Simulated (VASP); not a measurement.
Input of a VASP 6.6.1 run:

The input INCAR:

```
PREC = Accurate ; ENCUT = 520
EDIFF = 1E-6 ; ISMEAR = -1
SIGMA = 0.1 ; LREAL = F
LASPH = T ; NELM = 60
ALGO = Normal ; ISIF = 2
LWAVE = F ; LCHARG = T
GGA = PE ; LELF = T
LVHAR = T ; NBANDS = 16
```

KPOINTS

```
Automatic mesh
0
Gamma
  11 11 11
```

Contents of POSCAR:

```
AlRu
1.0
    2.9862006800      0.0000000000      0.0000000000
    0.0000000000      2.9862006800      0.0000000000
    0.0000000000      0.0000000000      2.9862006800
Al Ru
1 1
Direct
    0.0000000000      0.0000000000      0.0000000000
    0.5000000000      0.5000000000      0.5000000000
```

Potentials or basis: VASP PAW PBE potentials, release 64 (Al, Ru_pv).

Command:

```sh
$ cat potpaw_PBE.64/Al/POTCAR potpaw_PBE.64/Ru_pv/POTCAR > POTCAR
$ mpirun -np 1 vasp_std > vasp.out
```

Problem. Predict the pressure.

Solution. 4.0 GPa.
